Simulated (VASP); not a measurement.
Write the native input for VASP 6.6.1 that does the following.

```yaml
Task: single point
Functional: LDA
Potentials_or_basis: VASP PAW LDA potentials, release 64 (Sc_sv, Ag)
Cutoff: 520 eV
k_mesh: 10 × 10 × 10
Occupations: gaussian, width 0.05 eV
Spin: no spin polarisation
Dipole_correction: no
Further_INCAR_settings: ALGO = Fast; EDIFF = 1e-06; NBANDS = 30
```

The structure of ScAg3 lies in POSCAR:

```
ScAg3
1.0
    0.0000000000      3.3198771300      3.3198771300
    3.3198771300      0.0000000000      3.3198771300
    3.3198771300      3.3198771300      0.0000000000
Sc Ag
1 3
Direct
    0.0000000000      0.0000000000      0.0000000000
    0.2500000000      0.2500000000      0.2500000000
    0.7500000000      0.7500000000      0.7500000000
    0.5000000000      0.5000000000      0.5000000000
```

The input as run:

INCAR

```
  PREC = Accurate
  ENCUT = 520
  EDIFF = 1E-6
  ISMEAR = 0
  SIGMA = 0.05
  LREAL = F
  LASPH = T
  NELM = 100
  ALGO = Fast
  ISIF = 2
  LWAVE = F
  LCHARG = T
  GGA = CA
  LELF = T
  LVHAR = T
  NBANDS = 30
```

KPOINTS

```
Automatic mesh
0
Gamma
  10 10 10
```

Potentials or basis: VASP PAW LDA potentials, release 64 (Sc_sv, Ag).

Launch:

```bash
$ cat potpaw_LDA.64/Sc_sv/POTCAR potpaw_LDA.64/Ag/POTCAR > POTCAR
$ mpirun -np 1 vasp_std > vasp.out
```

It gave:

- Pressure: -7.1 GPa
- Band gap on the k mesh: zero (band 22 reaches 7.79 eV, above the bottom of band 23 at 5.95 eV)

Run time: 68 s on 1 thread of Intel(R) Xeon(R) Platinum 8488C (Sapphire Rapids), on a shared host, peak memory 0.23 GiB.
